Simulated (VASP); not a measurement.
A run of VASP 6.6.1:

POSCAR

```
Mg2Si
1.0
    0.0000000000      3.1386090000      3.1386090000
    3.1386090000      0.0000000000      3.1386090000
    3.1386090000      3.1386090000      0.0000000000
Si Mg
1 2
Direct
    0.0000000000      0.0000000000      0.0000000000
    0.2500000000      0.2500000000      0.2500000000
    0.7500000000      0.7500000000      0.7500000000
```

Contents of INCAR.step1:

```
SYSTEM = Mg2Si
ALGO = Normal
EDIFF = 1E-5
ENCUT = 660
GGA = PE
GGA_COMPAT = .False.
ISMEAR = -1
LASPH = .True.
LCHARG = .False.
LREAL = .False.
LWAVE = .True.
NBANDS = 11
NELM = 120
PREC = Accurate
SIGMA = 0.1
```

The input INCAR.step2:

```
SYSTEM = Mg2Si
ALGO = Normal
EDIFF = 1E-6
ENCUT = 660
GGA_COMPAT = .False.
ISIF = 2
ISMEAR = -1
ISTART = 1
LASPH = .True.
LCHARG = .True.
LELF = .True.
LMIXTAU = .True.
LREAL = .False.
LVHAR = .True.
LWAVE = .False.
METAGGA = R2SCAN
NBANDS = 11
NELM = 120
PREC = Accurate
SIGMA = 0.1
```

The input KPOINTS:

```
k-points
0
Gamma
  9 9 9
  0 0 0
```

Potentials or basis: VASP PAW PBE potentials, release 64 (Si, Mg).

Launch:

```bash
$ cat potpaw_PBE.64/Si/POTCAR potpaw_PBE.64/Mg/POTCAR > POTCAR
$ cp INCAR.step1 INCAR
$ mpirun -np 1 vasp_std > vasp.out
$ cp INCAR.step2 INCAR
$ mpirun -np 1 vasp_std > vasp.out
```

Hardware: 1 thread of Intel(R) Xeon(R) 6975P-C (Granite Rapids) (shared host).

Question: How long does it take, and how much memory?

Answer: Run time: 58 s on 1 thread of Intel(R) Xeon(R) 6975P-C (Granite Rapids) (shared host), peak memory 0.27 GiB. Counts: k points 35.
